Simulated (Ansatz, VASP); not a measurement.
## One calculation of La3Hf2O3, two programs

```
CELL_PARAMETERS angstrom
4.74513 0.00000 0.00000
-2.37257 4.10940 0.00000
0.00000 0.00000 7.93134
ATOMIC_POSITIONS crystal
La 0.00000 0.00000 0.82510
La 0.00000 0.00000 0.17490
La 0.00000 0.00000 0.50000
Hf 0.33333 0.66667 0.00000
Hf 0.66667 0.33333 0.00000
O 0.50000 0.00000 0.00000
O 0.00000 0.50000 0.00000
O 0.50000 0.50000 0.00000
```

Alike in both runs: task relaxation of cell and atoms; functional PBE; k mesh 4 × 4 × 2; occupations gaussian, width 0.2 eV; no spin polarisation.

|  | VASP | Ansatz |
| --- | --- | --- |
| version | VASP 6.6.1 | Ansatz 0.2.0 |
| potentials or method | VASP PAW PBE potentials, release 64 (La, Hf_pv, O), cutoff 600 eV | scalar-relativistic, plane waves, PAW |
| valence electrons in the cell | 71 | 103 |

Ansatz gave:

```
gap on the k mesh at the Fermi level, each at its own relaxed structure (eV) : none
relaxed volume (Å³/atom)                                                     : 42.99
relaxed cell length with the largest relative difference (Å)                 : 6.712
```

**Question.** Which values does VASP return?

**Answer.** gap on the k mesh at the Fermi level, each at its own relaxed structure (eV): none; relaxed volume (Å³/atom): 40.76; relaxed cell length with the largest relative difference (Å): 6.574.

A gap of «none» marks a metal or a gap that the smearing closes. One of these differences is far larger than is usual between the two programs; its cause wasn't traced. VASP's potentials hold 71 valence electrons a cell and Ansatz's 103, so a difference there can come from the potentials and not from the codes.

The k mesh is coarse, so the values compare programs but aren't converged. Neither program's run includes spin-orbit coupling. Noted on VASP's run: the volume moved by over 15 % at a fixed basis, so the end points are rough.
